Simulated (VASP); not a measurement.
## TePt: single point with PBEsol

Crystal: TePt.

```xyz
4
Lattice="4.2231 0.0000 0.0000 -2.1116 3.6574 0.0000 0.0000 0.0000 5.3754" Properties=species:S:1:pos:R:3 pbc="T T T"
Te    0.0000    2.4382    1.3438
Te    2.1116    1.2191    4.0315
Pt    0.0000    0.0000    0.0000
Pt    0.0000    0.0000    2.6877
```

This cell differs from its parent crystal: strain along c alone, the other axes held: -3.0 %.

```yaml
Program: VASP 6.6.1
Task: single point
Functional: PBEsol
Potentials_or_basis: VASP PAW PBE potentials, release 64 (Te, Pt)
Cutoff: 520 eV
k_mesh: 12 × 12 × 10
Occupations: gaussian, width 0.1 eV
Spin: no spin polarisation
Dipole_correction: no
Further_INCAR_settings: ALGO = Normal; EDIFF = 1e-07; NBANDS = 24
```

- Pressure: 4.8 GPa
- Band gap on the k mesh: zero (band 16 reaches 11.01 eV, above the bottom of band 17 at 9.52 eV)

Stress tensor (GPa, compression positive):
```
3.26 0.00 0.00
0.00 3.26 0.00
0.00 0.00 7.85
```

Levels at points of the mesh, in eV from the Fermi level:
```tsv
k point	band 13	band 14	band 15	band 16	band 17	band 18	band 19	band 20
(0.00, 0.00, 0.00)	-1.79	-1.79	0.32	0.91	1.43	1.67	2.18	2.18
(0.50, 0.00, 0.00)	-2.69	-1.99	-1.82	-1.71	1.57	2.61	3.48	3.54
(0.00, 0.00, 0.50)	-2.68	-2.68	1.00	1.00	1.00	1.00	4.02	4.02
(0.50, 0.00, 0.50)	-3.12	-3.12	-0.53	-0.53	0.40	0.40	2.78	2.78
```

Wall time 2.2 min on 1 thread of Intel(R) Xeon(R) Platinum 8488C (Sapphire Rapids) (shared host), peak memory 0.33 GiB.

Caveat: the cell differs from its parent crystal (strain along c alone, the other axes held: -3.0 %); the PAW data sets were made with another functional, which shifts forces and pressure a little; spin-orbit coupling is left out, which moves the levels of the heavy elements.
